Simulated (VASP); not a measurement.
A run of VASP 6.6.1:

Contents of POSCAR:

```
MgO
1.0
    2.9380209034      0.0000000000      0.0000000000
   -1.4690104517      2.5444007392      0.0000000000
    0.0000000000      0.0000000000      2.6796800000
Mg O
1 1
Direct
    0.0000000000      0.0000000000      0.0000000000
    0.3333333333      0.6666666667      0.5000000000
```

INCAR.step1

```
PREC     = Accurate       # precision mode
ENCUT    = 600            # plane-wave cutoff, eV
EDIFF    = 1E-5           # SCF threshold, eV
ISMEAR   = -1             # smearing method
SIGMA    = 0.05           # smearing width, eV
LREAL    = F              # projectors in reciprocal space
LASPH    = T              # aspherical terms in the spheres
NELM     = 80             # most SCF steps
ALGO     = Normal         # electronic algorithm
LWAVE    = T              # write WAVECAR
LCHARG   = F              # write CHGCAR
GGA      = PE             # functional
NBANDS   = 11             # bands
```

INCAR.step2

```
PREC     = Accurate       # precision mode
ENCUT    = 600            # plane-wave cutoff, eV
EDIFF    = 1E-7           # SCF threshold, eV
ISMEAR   = -1             # smearing method
SIGMA    = 0.05           # smearing width, eV
LREAL    = F              # projectors in reciprocal space
LASPH    = T              # aspherical terms in the spheres
NELM     = 80             # most SCF steps
ALGO     = Normal         # electronic algorithm
ISIF     = 3              # what is computed and relaxed
LWAVE    = F              # write WAVECAR
LCHARG   = F              # write CHGCAR
GGA      = PS             # functional
LHFCALC  = T              # exact exchange
AEXX     = 0.25           # exact-exchange fraction
PRECFOCK = Normal       
IBRION   = 2              # ionic algorithm
NSW      = 60             # ionic steps
EDIFFG   = -0.01          # ionic threshold
ISTART   = 1
```

The input KPOINTS:

```
regular mesh
0
Gamma
  5 5 5
```

Potentials or basis: VASP PAW PBE potentials, release 64 (Mg, O).

Launch:

```sh
$ cat potpaw_PBE.64/Mg/POTCAR potpaw_PBE.64/O/POTCAR > POTCAR
$ cp INCAR.step1 INCAR
$ mpirun -np 1 vasp_std > vasp.out
$ cp INCAR.step2 INCAR
$ mpirun -np 1 vasp_std > vasp.out
```

Hardware: 1 thread of Intel Xeon 8259CL, with other jobs on the host.

**Question.** Estimate the wall time of this run.

**Answer.** Wall time 29 min on 1 thread of Intel Xeon 8259CL, on a shared host, peak memory 0.15 GiB. Counts: k points 15, ion steps 5.
